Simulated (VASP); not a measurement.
# Pd (Fm-3m) in VASP: settings compared

The runs below take Pd through single point, with PBEsol+D3(BJ), RPBE, revPBE+D3(BJ).

Program: VASP 6.6.1. These are calculated values, not measurements. Logs are shortened: lines on timing, memory, paths and dates and some standing lists are left out, and cuts for length are marked.

## Step 1: The cell of the first run

It takes space group Fm-3m (No. 225, cubic). Conventional cell: a = 3.814 Å, b = 3.814 Å, c = 3.814 Å, α = 90.00°, β = 90.00°, γ = 90.00°. Pd (site symmetry m-3m) has 12 Pd at 2.70 Å within 3.6 Å.

## Step 2: Single point, PBEsol+D3(BJ)

Input file INCAR:

```
PREC = Accurate
ENCUT = 520
EDIFF = 1E-6
ISMEAR = -1
SIGMA = 0.05
LREAL = F
LASPH = T
NELM = 100
ALGO = Normal
ISIF = 2
LWAVE = F
LCHARG = T
GGA = PS
IVDW = 12
LELF = T
LVHAR = T
NBANDS = 11
```

Input file KPOINTS:

```
Automatic mesh
0
Gamma
  12 12 12
```

Input file POSCAR:

```
Pd
1.0
    0.0000000000      1.9067643606      1.9067643606
    1.9067643606      0.0000000000      1.9067643606
    1.9067643606      1.9067643606      0.0000000000
Pd
1
Direct
    0.0000000000      0.0000000000      0.0000000000
```

Potentials or basis: VASP PAW PBE potentials, release 64 (Pd).

Command:

```console
> cat potpaw_PBE.64/Pd/POTCAR > POTCAR
> mpirun -np 1 vasp_std > vasp.out
```

OUTCAR:

```text
PREC = Accurate
   ENCUT = 520
   EDIFF = 1E-6
   ISMEAR = -1
   LREAL = F
   LASPH = T
   NELM = 100
   ISIF = 2
   GGA = PS
   IVDW = 12
 IVDW          = 12

 ion  position               nearest neighbor table
   1  0.000  0.000  0.000-

  LATTYP: Found a face centered cubic cell.
 ALAT       =     3.8135287212

  Lattice vectors:

 A1 = (   0.0000000000,   1.9067643606,   1.9067643606)
 A2 = (   1.9067643606,   0.0000000000,   1.9067643606)
 A3 = (   1.9067643606,   1.9067643606,   0.0000000000)

Analysis of symmetry for initial positions (statically):
[... 33 lines left out ...]
                                     Primitive cell

  volume of cell :      13.8650

  direct lattice vectors                    reciprocal lattice vectors
     0.000000000  1.906764361  1.906764361    -0.262224326  0.262224326  0.262224326
     1.906764361  0.000000000  1.906764361     0.262224326 -0.262224326  0.262224326
     1.906764361  1.906764361  0.000000000     0.262224326  0.262224326 -0.262224326

  length of vectors
     2.696572019  2.696572019  2.696572019     0.454185856  0.454185856  0.454185856

  position of ions in fractional coordinates (direct lattice)
     0.000000000  0.000000000  0.000000000

  ion indices of the primitive-cell ions
   primitive index   ion index
                 1           1

----------------------------------------------------------------------------------------

 KPOINTS: Automatic mesh

Automatic generation of k-mesh.
 Grid dimensions read from file:
 generate k-points for:   12   12   12

 Generating k-lattice:

  Cartesian coordinates                     Fractional coordinates (reciprocal lattice)
    -0.021852027  0.021852027  0.021852027     0.083333333  0.000000000  0.000000000
     0.021852027 -0.021852027  0.021852027     0.000000000  0.083333333  0.000000000
     0.021852027  0.021852027 -0.021852027     0.000000000  0.000000000  0.083333333

  Length of vectors
     0.037848821  0.037848821  0.037848821

  Shift w.r.t. Gamma in fractional coordinates (k-lattice)
     0.000000000  0.000000000  0.000000000

 Subroutine IBZKPT returns following result:
 ===========================================

 Found     72 irreducible k-points:

 Following reciprocal coordinates:
[... 43 lines left out ...]
   NELM   =    100;   NELMIN=  2; NELMDL= -5     # of ELM steps
   EDIFF  = 0.1E-05   stopping-criterion for ELM
   LREAL  =      F    real-space projection
   EDIFFG = 0.1E-04   stopping-criterion for IOM
   NSW    =      0    number of steps for IOM
   IBRION =     -1    ionic relax: 0-MD 1-quasi-New 2-CG
   NFREE  =      0    steps in history (QN), initial steepest desc. (CG)
   ISIF   =      2    stress and relaxation
   ISYM   =      2    0-nonsym 1-usesym 2-fastsym
   POTIM  = 0.5000    time-step for ionic-motion
   TEBEG  =    0.0;   TEEND  =   0.0 temperature during run
   PSTRESS=    0.0 pullay stress
   NELECT =      10.0000    total number of electrons
   NUPDOWN=      -1.0000    fix difference up-down
   EMIN   =  10.00;   EMAX   =-10.00  energy-range for DOS
   EFERMI =   0.00;   METHOD = LEGACY
   ISMEAR =    -1;   SIGMA  =   0.05  broadening in eV -4-tet -1-fermi 0-gaus
   EFERMI_NEDOS =   21; number of points for ismear=-14 and -15
   IALGO  =     38    algorithm
   IMIX   =      4    mixing-type and parameters
     AMIX     =   0.40;   BMIX     =  1.00
     AMIX_MAG =   1.60;   BMIX_MAG =  1.00
  volume/ion in A,a.u.               =      13.87        93.57
  Fermi-wavevector in a.u.,A,eV,Ry     =   1.468141  2.774384 29.326520  2.155438
  Thomas-Fermi vector in A             =   2.583674
   LORBIT       =      0    0 simple, 1 ext, 2 COOP (PROOUT), +10 PAW based schemes
   GGA     = PS    functional components
   LHFCALC =     F    Hartree Fock is set to
   AEXX    =    0.0000 exact exchange contribution
   IVDW    =    12    specifies the selected vdW correction
   LEPSILON=     F    determine dielectric tensor
   LRPA    =     F    only Hartree local field effects (RPA)
 non-spin polarized calculation
  energy-cutoff  :      520.00
  volume of cell :       13.87
 maximum number of plane-waves:       388
   NGX =  9   NGY =  9   NGZ =  9

 number of electron      10.0000004 magnetization

 Free energy of the ion-electron system (eV)
  ---------------------------------------------------
  ext. energy  EPLUGINS =         0.00000000
  ---------------------------------------------------
  free energy    TOTEN  =        -5.95480006 eV

  energy without entropy =       -5.93691121  energy(sigma->0) =       -5.94585563

 E-fermi :  10.6765     XC(G=0): -13.7709

 val. band max:       10.6740044881   @ k =   0.4167   0.2500   0.0000
 cond. band min:      10.6787185501   @ k =   0.5000   0.0000   0.0000
 fundamental gap:      0.0047140620
 Fermi energy:        10.6764873075

 k-point     1 :       0.0000    0.0000    0.0000
  band No.  band energies     occupation
      1       2.9710      2.00000
      2       7.5408      2.00000
      3       7.5408      2.00000
      4       7.5408      2.00000
      5       9.3465      2.00000
      6       9.3465      2.00000
      7      27.8405      0.00000
      8      32.9705      0.00000
      9      32.9705      0.00000
     10      32.9705      0.00000
     11      36.5291      0.00000
[... 309 lines left out ...]
 k-point    24 :      -0.4167    0.1667    0.0000
  band No.  band energies     occupation
      1       5.5111      2.00000
      2       7.0046      2.00000
      3       8.0827      2.00000
      4       8.5138      2.00000
      5      10.4218      1.98780
      6      14.3958      0.00000
      7      18.7040      0.00000
      8      26.8993      0.00000
      9      29.9268      0.00000
     10      31.2029      0.00000
     11      36.5891      0.00000

 [... further k-points ...]

------------------------ aborting loop because EDIFF is reached ----------------------------------------

 Edisp (eV)   -0.66199

 E8    (eV) :    -0.4419

  FORCE on cell =-STRESS in cart. coord.  units (eV):
  Direction    XX          YY          ZZ          XY          YZ          ZX
  --------------------------------------------------------------------------------------
  -------------------------------------------------------------------------------------
  Total       0.24375     0.24375     0.24375     0.00000    -0.00000     0.00000
  in kB      28.16614    28.16614    28.16614     0.00000    -0.00000     0.00000
  external pressure =       28.17 kB  Pullay stress =        0.00 kB

 VOLUME and BASIS-vectors are now :
 -----------------------------------------------------------------------------
  energy-cutoff  :      520.00
  volume of cell :       13.87
      direct lattice vectors                 reciprocal lattice vectors
     0.000000000  1.906764361  1.906764361    -0.262224326  0.262224326  0.262224326
     1.906764361  0.000000000  1.906764361     0.262224326 -0.262224326  0.262224326
     1.906764361  1.906764361  0.000000000     0.262224326  0.262224326 -0.262224326

 POSITION                                       TOTAL-FORCE (eV/Angst)
 -----------------------------------------------------------------------------------
      0.00000      0.00000      0.00000         0.000000      0.000000      0.000000
 -----------------------------------------------------------------------------------
    total drift:                               -0.000000     -0.000000     -0.000000

  FREE ENERGIE OF THE ION-ELECTRON SYSTEM (eV)
  ---------------------------------------------------
  free  energy   TOTEN  =        -6.6167948479 eV

  energy  without entropy=       -6.5989059985  energy(sigma->0) =       -6.60785042
```

It took 6.9 s on 1 thread of AMD EPYC 7R13 (Zen 3), shared host; peak memory 0.11 GiB.

Results:

| Quantity | Value |
| --- | --- |
| Free energy | -6.6168 eV |
| Pressure | 2.8 GPa |
| Band gap on the k mesh | zero (band 5 reaches 11.03 eV, above the bottom of band 6 at 9.27 eV) |
| Dispersion energy per atom | -0.662 eV |

Caveat: the PAW data sets were made with another functional, which shifts forces and pressure a little; pairwise dispersion overbinds metals, which lowers pressure and volume.

(Continued in part 2 of 2.)
